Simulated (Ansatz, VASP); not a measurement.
## One calculation of Ru, two programs

```
Ru
1.0
     2.67784    0.00000    0.00000
    -1.33892    2.31908    0.00000
     0.00000    0.00000    4.21520
Ru
2
Direct
  0.33333 0.66667 0.25000
  0.66667 0.33333 0.75000
```

Alike in both runs: task single point; functional LDA; k mesh 22 × 22 × 12; occupations fermi-dirac, width 0.05 eV; collinear spin.

|  | VASP | Ansatz |
| --- | --- | --- |
| version | VASP 6.6.1 | Ansatz 0.2.0 |
| potentials or method | VASP PAW LDA potentials, release 64 (Ru_pv), cutoff 520 eV | plane waves (420 eV) with PAW, scalar-relativistic |
| valence electrons in the cell | 28 | 32 |

|  | VASP | Ansatz | Ansatz less VASP |
| --- | --- | --- | --- |
| pressure (GPa) | 1.0 | 0.0 | -1.00 |
| traceless stress, the component that is largest in VASP (GPa) | 0.97 | 0.89 | -0.076 |
| net moment per atom (μB) | 0.00 | 0.00 | 0.000 |

Ansatz warns that its potentials were made for another functional, while VASP's fit it. LDA's correlation is that of Perdew and Zunger in VASP and of Perdew and Wang (1992) in Ansatz. VASP's potentials hold 28 valence electrons a cell and Ansatz's 32, so a difference there can come from the potentials and not from the codes. Ansatz's warnings: seeded moment not kept.
